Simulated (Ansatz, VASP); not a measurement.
# One calculation of Ga2SnSe3, two programs

```xyz
6
Lattice="4.2957 0.0000 0.0000 0.0000 4.2957 0.0000 0.0000 0.0000 9.1930" Properties=species:S:1:pos:R:3 pbc="T T T"
Ga    0.0000    0.0000    6.2905
Ga    0.0000    0.0000    2.9025
Sn    0.0000    0.0000    0.0000
Se    0.0000    2.1479    4.5965
Se    2.1479    0.0000    4.5965
Se    2.1479    2.1479    0.0000
```

Alike in both runs: functional PBE; k mesh 4 × 4 × 4; occupations gaussian, width 0.1 eV; no spin polarisation.

Ansatz relaxed the structure, and its values are those at the end. VASP's run is a single point on that final structure, the one shown.

```csv
,VASP,Ansatz
version,VASP 6.6.1,Ansatz 0.2.0
potentials or method,"VASP PAW PBE potentials, release 64 (Ga_d, Sn_d, Se), cutoff 520 eV","scalar-relativistic, plane waves, PAW"
valence electrons in the cell,58,88
```

Ansatz gave:

| Property | Result |
| --- | --- |
| gap on the k mesh at the Fermi level (eV) | none |
| pressure (GPa) | 0.0 |
| rms of the force components (eV/Å) | 0.004 |

Task: What did VASP give for the same quantities?

Result: gap on the k mesh at the Fermi level (eV): none; pressure (GPa): 0.0; rms of the force components (eV/Å): 0.009.

A gap of «none» marks a metal or a gap that the smearing closes. VASP's potentials hold 58 valence electrons a cell and Ansatz's 88, so a difference there can come from the potentials and not from the codes.

The k mesh is coarse, so the values compare programs but aren't converged.
